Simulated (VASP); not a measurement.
Set up this calculation in VASP 6.6.1, as the native input.

* Task: single point
* Functional: PBEsol
* Potentials or basis: VASP PAW PBE potentials, release 64 (Sb)
* Cutoff: 520 eV
* k mesh: 16 × 16 × 16
* Occupations: gaussian, width 0.15 eV
* Spin: no spin polarisation
* Dipole correction: no
* Further INCAR settings: ALGO = Normal; EDIFF = 1e-07; NBANDS = 8

The structure of Sb lies in POSCAR:

```
Sb
1.0
    2.9072000000      0.0000000000      0.0000000000
    0.0000000000      2.9072000000      0.0000000000
    0.0000000000      0.0000000000      3.0336000000
Sb
1
Direct
    0.0000000000      0.0000000000      0.0000000000
```

This cell differs from its parent crystal: strain -0.080 along x and y, -0.040 along z.

One way to write it, as run:

INCAR

```
SYSTEM = Sb
ALGO = Normal
EDIFF = 1E-7
ENCUT = 520
GGA = PS
ISIF = 2
ISMEAR = 0
LASPH = .TRUE.
LCHARG = .FALSE.
LREAL = .FALSE.
LWAVE = .FALSE.
NBANDS = 8
NELM = 80
PREC = Accurate
SIGMA = 0.15
```

KPOINTS

```
k-points
0
G
  16 16 16
  0 0 0
```

Potentials or basis: VASP PAW PBE potentials, release 64 (Sb).

The run is started by

```sh
$ cat potpaw_PBE.64/Sb/POTCAR > POTCAR
$ mpirun -np 1 vasp_std > vasp.out
```

It gave:

| Item | Value |
| --- | --- |
| Pressure | 9.8 GPa |

Caveat: the cell differs from its parent crystal (strain -0.080 along x and y, -0.040 along z); the PAW data sets were made with another functional, which shifts forces and pressure a little.

Run time: 18 s on 1 thread of Intel(R) Xeon(R) 6975P-C (Granite Rapids), with other jobs on the host, peak memory 0.2 GiB.
